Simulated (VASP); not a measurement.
# Al32Cu (a cell with a defect) in VASP: single point with PBEsol

Aim: the single point of Al32Cu (a cell with a defect) with PBEsol.

Everything below comes from runs of VASP 6.6.1. Logs are shortened: lines on timing, memory, paths and dates and some standing lists are left out, and cuts for length are marked.

### 1 The cell of the first run

The cell holds a defect, 33 atoms: a = 8.100 Å, b = 8.100 Å, c = 8.100 Å, α = 90.00°, β = 90.00°, γ = 90.00°.

### 2 Single point, PBEsol

INCAR

```
SYSTEM = Al32Cu
  ALGO = Normal
  EDIFF = 1E-6
  ENCUT = 520
  GGA = PS
  ISIF = 2
  ISMEAR = 0
  LASPH = .True.
  LCHARG = .True.
  LELF = .True.
  LREAL = Auto
  LVHAR = .True.
  LWAVE = .False.
  NBANDS = 76
  NELM = 80
  PREC = Accurate
  SIGMA = 0.15
```

KPOINTS

```
k-points
0
Gamma
  2 2 2
  0 0 0
```

POSCAR

```
Al32Cu
1.0
    8.1000000000      0.0000000000      0.0000000000
    0.0000000000      8.1000000000      0.0000000000
    0.0000000000      0.0000000000      8.1000000000
Al Cu
32 1
Direct
    0.5087762963      0.0042777778      0.0043330864
    0.7498653086      0.2532439506     -0.0033353086
    0.7499119753      0.0160058025      0.2446388889
   -0.0089162963      0.0042402469      0.0043233333
    0.2498944444      0.2725462963      0.0229533333
    0.5045340741      0.5050354321     -0.0033035802
    0.7499279012      0.7528895062     -0.0094186420
    0.2499559259     -0.0334029630      0.2235861728
    0.5015203704      0.2466032099      0.2562604938
    0.7498970370      0.4930862963      0.2437374074
    0.5345630864     -0.0121335802      0.5035043210
    0.7498779012      0.2569023457      0.5062660494
    0.7498597531     -0.0028118519      0.7591972840
   -0.0047408642      0.5050139506     -0.0033279012
    0.2498206173      0.7370708642     -0.0506728395
   -0.0017366667      0.2465480247      0.2563218519
    0.2500140741      0.6149295062      0.2324620988
    0.5350855556      0.7623132099      0.2464497531
   -0.0349035802     -0.0121667901      0.5035270370
    0.2497618519      0.1360625926      0.5178109877
    0.5016246914      0.5034148148      0.4936950617
    0.7498580247      0.7342516049      0.5055159259
    0.2499975309      0.0131170370      0.8005898765
    0.5045292593      0.2451687654      0.7533964198
    0.7499217284      0.4967730864      0.7533864198
   -0.0351923457      0.7622597531      0.2464898765
   -0.0019004938      0.5033490123      0.4937504938
    0.2498359259      0.7839111111      0.5267602469
   -0.0047913580      0.2451432099      0.7534028395
    0.2498640741      0.4777082716      0.7270637037
    0.5086582716      0.7458823457      0.7456122222
   -0.0089295062      0.7458367901      0.7455964198
    0.2498727160      0.3753835802      0.3748930864
```

Potentials or basis: VASP PAW PBE potentials, release 64 (Al, Cu).

Run with:

```console
> cat potpaw_PBE.64/Al/POTCAR potpaw_PBE.64/Cu/POTCAR > POTCAR
> mpirun -np 1 vasp_std > vasp.out
```

OUTCAR:

```text
SYSTEM = Al32Cu
   EDIFF = 1E-6
   ENCUT = 520
   GGA = PS
   ISIF = 2
   ISMEAR = 0
   LASPH = .True.
   LREAL = Auto
   NELM = 80
   PREC = Accurate

 ion  position               nearest neighbor table
   1  0.509  0.004  0.004-  23 2.67   3 2.76   8 2.76  18 2.78  13 2.79   2 2.81  24 2.82   7 2.82
                             9 2.83  31 2.96   5 3.02  15 3.05
   2  0.750  0.253  0.997-   3 2.78  25 2.79  10 2.79  24 2.80  29 2.80   1 2.81   4 2.81  13 2.83
                             6 2.85  14 2.85   9 2.91  16 2.91
   3  0.750  0.016  0.245-  18 2.69  26 2.69  19 2.74  11 2.74  16 2.75   9 2.75   1 2.76   4 2.76
                             2 2.78  12 2.88   7 2.96  22 3.11
   4  0.991  0.004  0.004-  23 2.67   3 2.76   8 2.76  26 2.78  13 2.79   2 2.81  29 2.82   7 2.82
                            16 2.83  32 2.96   5 3.02  15 3.05
   5  0.250  0.273  0.023-  23 2.77   9 2.79  16 2.79  14 2.80   6 2.80  30 2.92   8 2.96  33 2.97
                            24 3.01  29 3.01   4 3.02   1 3.02  17 3.25
   6  0.505  0.505  0.997-  25 2.80   5 2.80  15 2.82  31 2.82  10 2.82   7 2.83   2 2.85  24 2.88
                            18 2.91  17 2.95   9 2.97  30 3.01
   7  0.750  0.753  0.991-  18 2.71  26 2.71  13 2.73  32 2.78  31 2.79   4 2.82   1 2.82  14 2.83
                             6 2.83  25 2.83  10 2.94   3 2.96
   8  0.250  0.967  0.224-  20 2.75   1 2.76   4 2.76  18 2.85  26 2.85  17 2.85  28 2.87  15 2.90
                             5 2.96   9 3.06  16 3.06  11 3.24  19 3.24
   9  0.502  0.247  0.256-  33 2.48   3 2.75   5 2.79   1 2.83  21 2.83  10 2.84  12 2.86   2 2.91
[... 34 lines left out ...]
                            27 2.91  14 2.92  28 3.24  15 3.34
  27  0.998  0.503  0.494-  33 2.48  22 2.75  30 2.79  32 2.83  16 2.83  12 2.84  10 2.85  25 2.91
                            26 2.91  29 2.97  28 3.06  17 3.08
  28  0.250  0.784  0.527-  17 2.75  32 2.76  31 2.76  19 2.84  11 2.84  20 2.85   8 2.87  23 2.89
                            30 2.96  21 3.06  27 3.06  26 3.24  18 3.24
  29  0.995  0.245  0.753-   2 2.80  30 2.80  23 2.82   4 2.82  12 2.82  13 2.83  25 2.85  14 2.88
                            19 2.92  20 2.95  27 2.97   5 3.01
  30  0.250  0.478  0.727-  15 2.77  27 2.79  21 2.79  24 2.80  29 2.80   5 2.92  28 2.96  33 2.97
                            14 3.01   6 3.01  32 3.02  31 3.02  20 3.25
  31  0.509  0.746  0.746-  15 2.67  22 2.76  28 2.76  11 2.78   7 2.79  25 2.81   6 2.82  13 2.82
                            21 2.83   1 2.96  30 3.02  23 3.05
  32  0.991  0.746  0.746-  15 2.67  22 2.76  28 2.76  19 2.78   7 2.78  25 2.81  14 2.82  13 2.82
                            27 2.83   4 2.96  30 3.02  23 3.05
  33  0.250  0.375  0.375-  17 2.26  20 2.26  21 2.48  27 2.48  16 2.48   9 2.48   5 2.97  30 2.97

  LATTYP: Found a simple cubic cell.
 ALAT       =     8.1000000000

  Lattice vectors:

 A1 = (   8.1000000000,   0.0000000000,   0.0000000000)
 A2 = (   0.0000000000,   8.1000000000,   0.0000000000)
 A3 = (   0.0000000000,   0.0000000000,   8.1000000000)

Analysis of symmetry for initial positions (statically):
=====================================================================
 Subroutine PRICEL returns:
 Original cell was already a primitive cell.

 Routine SETGRP: Setting up the symmetry group for a
 simple cubic supercell.

 Subroutine GETGRP returns: Found  1 space group operations
 (whereof  1 operations were pure point group operations)
 out of a pool of 48 trial point group operations.

The static configuration has the point symmetry C_1 .

Analysis of symmetry for dynamics (positions and initial velocities):
=====================================================================
 Subroutine PRICEL returns:
 Original cell was already a primitive cell.

 Routine SETGRP: Setting up the symmetry group for a
 simple cubic supercell.

 Subroutine GETGRP returns: Found  1 space group operations
 (whereof  1 operations were pure point group operations)
 out of a pool of 48 trial point group operations.

The dynamic configuration has the point symmetry C_1 .

 Subroutine INISYM returns: Found  1 space group operations
 (whereof  1 operations are pure point group operations),
 and found     1 'primitive' translations

----------------------------------------------------------------------------------------

                                     Primitive cell

  volume of cell :     531.4410

  direct lattice vectors                    reciprocal lattice vectors
     8.100000000  0.000000000  0.000000000     0.123456790  0.000000000  0.000000000
[... 83 lines left out ...]
 generate k-points for:    2    2    2

 Generating k-lattice:

  Cartesian coordinates                     Fractional coordinates (reciprocal lattice)
     0.061728395  0.000000000  0.000000000     0.500000000  0.000000000  0.000000000
     0.000000000  0.061728395  0.000000000     0.000000000  0.500000000  0.000000000
     0.000000000  0.000000000  0.061728395     0.000000000  0.000000000  0.500000000

  Length of vectors
     0.061728395  0.061728395  0.061728395

  Shift w.r.t. Gamma in fractional coordinates (k-lattice)
     0.000000000  0.000000000  0.000000000

 Subroutine IBZKPT returns following result:
 ===========================================

 Found      8 irreducible k-points:

 Following reciprocal coordinates:
            Coordinates               Weight
  0.000000  0.000000  0.000000      1.000000
  0.500000  0.000000  0.000000      1.000000
  0.000000  0.500000  0.000000      1.000000
  0.000000  0.000000  0.500000      1.000000
  0.500000  0.500000  0.000000      1.000000
  0.000000  0.500000  0.500000      1.000000
  0.500000  0.000000  0.500000      1.000000
  0.500000  0.500000  0.500000      1.000000
   k-points           NKPTS =      8   k-points in BZ     NKDIM =      8   number of bands    NBANDS=     76
   number of dos      NEDOS =    301   number of ions     NIONS =     33
   total plane-waves  NPLWV = 216000
   dimension x,y,z NGX =    60 NGY =   60 NGZ =   60
   dimension x,y,z NGXF=   120 NGYF=  120 NGZF=  120
   ions per type =              32   1
   NGX,Y,Z   is equivalent  to a cutoff of  12.31, 12.31, 12.31 a.u.
   NGXF,Y,Z  is equivalent  to a cutoff of  24.63, 24.63, 24.63 a.u.
 SYSTEM =  Al32Cu
   PREC   = accura    normal or accurate (medium, high low for compatibility)
   ISTART =      0    job   : 0-new  1-cont  2-samecut
   ICHARG =      2    charge: 1-file 2-atom 10-const
   ISPIN  =      1    spin polarized calculation?
   LNONCOLLINEAR =      F non collinear calculations
   LSORBIT =      F    spin-orbit coupling
   LASPH  =      T    aspherical Exc in radial PAW
   ENCUT  =  520.0 eV  38.22 Ry    6.18 a.u.  15.06 15.06 15.06*2*pi/ulx,y,z
   NELM   =     80;   NELMIN=  2; NELMDL= -5     # of ELM steps
   EDIFF  = 0.1E-05   stopping-criterion for ELM
   LREAL  =      T    real-space projection
   EDIFFG = 0.1E-04   stopping-criterion for IOM
   NSW    =      0    number of steps for IOM
   IBRION =     -1    ionic relax: 0-MD 1-quasi-New 2-CG
   NFREE  =      0    steps in history (QN), initial steepest desc. (CG)
   ISIF   =      2    stress and relaxation
   ISYM   =      2    0-nonsym 1-usesym 2-fastsym
   POTIM  = 0.5000    time-step for ionic-motion
   TEBEG  =    0.0;   TEEND  =   0.0 temperature during run
   PSTRESS=    0.0 pullay stress
   NELECT =     107.0000    total number of electrons
   NUPDOWN=      -1.0000    fix difference up-down
   EMIN   =  10.00;   EMAX   =-10.00  energy-range for DOS
   EFERMI =   0.00;   METHOD = LEGACY
   ISMEAR =     0;   SIGMA  =   0.15  broadening in eV -4-tet -1-fermi 0-gaus
   EFERMI_NEDOS =   21; number of points for ismear=-14 and -15
   IALGO  =     38    algorithm
   IMIX   =      4    mixing-type and parameters
     AMIX     =   0.40;   BMIX     =  1.00
     AMIX_MAG =   1.60;   BMIX_MAG =  1.00
  volume/ion in A,a.u.               =      16.10       108.68
  Fermi-wavevector in a.u.,A,eV,Ry     =   0.959513  1.813218 12.526422  0.920666
  Thomas-Fermi vector in A             =   2.088716
   LORBIT       =      0    0 simple, 1 ext, 2 COOP (PROOUT), +10 PAW based schemes
   GGA     = PS    functional components
   LHFCALC =     F    Hartree Fock is set to
   AEXX    =    0.0000 exact exchange contribution
   IVDW    =     0    specifies the selected vdW correction
   LEPSILON=     F    determine dielectric tensor
   LRPA    =     F    only Hartree local field effects (RPA)
 non-spin polarized calculation
 Gauss-broadening in eV      SIGMA  =   0.15
  energy-cutoff  :      520.00
  volume of cell :      531.44
 maximum number of plane-waves:     14400
   NGX = 31   NGY = 31   NGZ = 31

 number of electron     106.9999990 magnetization

 Free energy of the ion-electron system (eV)
  ---------------------------------------------------
  ext. energy  EPLUGINS =         0.00000000
  ---------------------------------------------------
  free energy    TOTEN  =      -133.57322146 eV

  energy without entropy =     -133.43602701  energy(sigma->0) =     -133.50462423

 E-fermi :   7.7881     XC(G=0): -10.3603

 val. band max:        7.7787977031   @ k =   0.5000   0.0000   0.0000
 cond. band min:       7.7892580275   @ k =   0.5000   0.5000   0.5000
 fundamental gap:      0.0104603243
 Fermi energy:         7.7881065845

 k-point     1 :       0.0000    0.0000    0.0000
  band No.  band energies     occupation
      1      -3.1350      2.00000
      2      -1.0214      2.00000
      3      -0.9315      2.00000
      4      -0.9180      2.00000
      5      -0.8812      2.00000
      6      -0.8192      2.00000
[... 533 lines left out ...]
     64      10.9859      0.00000
     65      11.1830      0.00000
 [bands above 65 left out]

------------------------ aborting loop because EDIFF is reached ----------------------------------------

  FORCE on cell =-STRESS in cart. coord.  units (eV):
  Direction    XX          YY          ZZ          XY          YZ          ZX
  --------------------------------------------------------------------------------------
  -------------------------------------------------------------------------------------
  Total        7.0766596      8.9942817      8.0119253      0.0168224     -4.1158992     -0.0007407
  in kB       21.3345669     27.1157743     24.1541866      0.0507159    -12.4085277     -0.0022330
  external PRESSURE =      24.2015092 kB  Pullay stress =       0.0000000 kB

 VOLUME and BASIS-vectors are now :
 -----------------------------------------------------------------------------
  energy-cutoff  :      520.00
  volume of cell :      531.44
      direct lattice vectors                 reciprocal lattice vectors
     8.100000000  0.000000000  0.000000000     0.123456790  0.000000000  0.000000000
     0.000000000  8.100000000  0.000000000     0.000000000  0.123456790  0.000000000
     0.000000000  0.000000000  8.100000000     0.000000000  0.000000000  0.123456790

 POSITION                                       TOTAL-FORCE (eV/Angst)
 -----------------------------------------------------------------------------------
      4.12109      0.03465      0.03510         0.002643     -0.002372     -0.000597
      6.07391      2.05128      8.07298         0.001827      0.002904     -0.001158
      6.07429      0.12965      1.98158         0.000123      0.002325     -0.000666
      8.02778      0.03435      0.03502        -0.002315     -0.001413     -0.001661
      2.02414      2.20763      0.18592        -0.000116     -0.011457     -0.004985
      4.08673      4.09079      8.07324         0.002675     -0.002638      0.005145
[... 25 lines left out ...]
      8.02767      6.04128      6.03933        -0.003808      0.001612      0.002728
      2.02397      3.04061      3.03663         0.000042     -0.006158     -0.001741
 -----------------------------------------------------------------------------------
    total drift:                                0.008085      0.000166      0.000059

  FREE ENERGIE OF THE ION-ELECTRON SYSTEM (eV)
  ---------------------------------------------------
  free  energy   TOTEN  =      -133.5732214608 eV

  energy  without entropy=     -133.4360270077  energy(sigma->0) =     -133.50462423
```

It took 15 min on 1 thread of Intel Xeon 8259CL, shared host; peak memory 0.58 GiB.

What came out:

```
Free energy            : -133.5732 eV
Pressure               : 2.4 GPa
Largest force          : 0.013 eV/Å
Band gap on the k mesh : zero (an odd number of electrons rules out a gap without spin polarisation)
```

Forces on the atoms (eV/Å):
```
Al   0.003 -0.002 -0.001
Al   0.002  0.003 -0.001
Al   0.000  0.002 -0.001
Al  -0.002 -0.001 -0.002
Al   0.000 -0.011 -0.005
Al   0.003 -0.003  0.005
Al  -0.001  0.001 -0.002
Al  -0.001  0.007 -0.005
Al   0.006 -0.004 -0.003
Al   0.001 -0.002  0.001
Al   0.001  0.006  0.002
Al  -0.001  0.002  0.001
Al  -0.001  0.001  0.003
Al  -0.002 -0.004  0.008
Al   0.000  0.008  0.007
Al  -0.006 -0.004 -0.005
Al  -0.002 -0.001  0.001
Al  -0.004 -0.003 -0.002
Al  -0.001  0.003  0.002
Al   0.002  0.001 -0.005
Al   0.008  0.006  0.008
Al   0.000 -0.001  0.001
Al  -0.002 -0.007 -0.002
Al   0.003  0.004 -0.008
Al  -0.003 -0.002  0.000
Al   0.004 -0.003 -0.002
Al  -0.006  0.008  0.005
Al   0.000 -0.008  0.000
Al  -0.001  0.002 -0.006
Al   0.001  0.008  0.003
Al   0.004 -0.001  0.003
Al  -0.004  0.002  0.003
Cu   0.000 -0.006 -0.002
```

Stress tensor (GPa, compression positive):
```
 2.13  0.01  0.00
 0.01  2.71 -1.24
 0.00 -1.24  2.42
```

Levels at points of the mesh, in eV from the Fermi level:
| k point | band 49 | band 50 | band 51 | band 52 | band 53 | band 54 | band 55 | band 56 | band 57 | band 58 |
| --- | --- | --- | --- | --- | --- | --- | --- | --- | --- | --- |
| (0.00, 0.00, 0.00) | -0.40 | -0.17 | -0.12 | 0.20 | 0.25 | 0.32 | 0.56 | 0.60 | 0.83 | 0.94 |
| (0.50, 0.00, 0.00) | -0.75 | -0.30 | -0.29 | -0.23 | -0.18 | -0.01 | 0.27 | 0.30 | 0.49 | 1.03 |
| (0.00, 0.50, 0.00) | -0.59 | -0.42 | -0.27 | -0.26 | -0.06 | 0.08 | 0.09 | 0.17 | 0.22 | 0.87 |
| (0.00, 0.00, 0.50) | -0.76 | -0.29 | -0.19 | -0.17 | -0.06 | -0.02 | 0.05 | 0.13 | 0.48 | 0.70 |
| (0.50, 0.50, 0.00) | -0.83 | -0.47 | -0.25 | -0.23 | -0.19 | 0.75 | 0.94 | 0.94 | 0.96 | 1.06 |
| (0.00, 0.50, 0.50) | -1.04 | -0.41 | -0.39 | -0.17 | 0.17 | 0.93 | 0.93 | 1.01 | 1.04 | 1.07 |
| (0.50, 0.00, 0.50) | -0.90 | -0.59 | -0.34 | -0.32 | -0.25 | 0.74 | 0.89 | 0.99 | 1.01 | 1.12 |
| (0.50, 0.50, 0.50) | -0.58 | -0.57 | -0.55 | -0.55 | -0.40 | -0.33 | -0.32 | -0.25 | -0.20 | -0.13 |

Caveat: the k points lie up to 0.39 Å⁻¹ apart, too coarse for converged energies and pressures of a metal; the PAW data sets were made with another functional, which shifts forces and pressure a little.
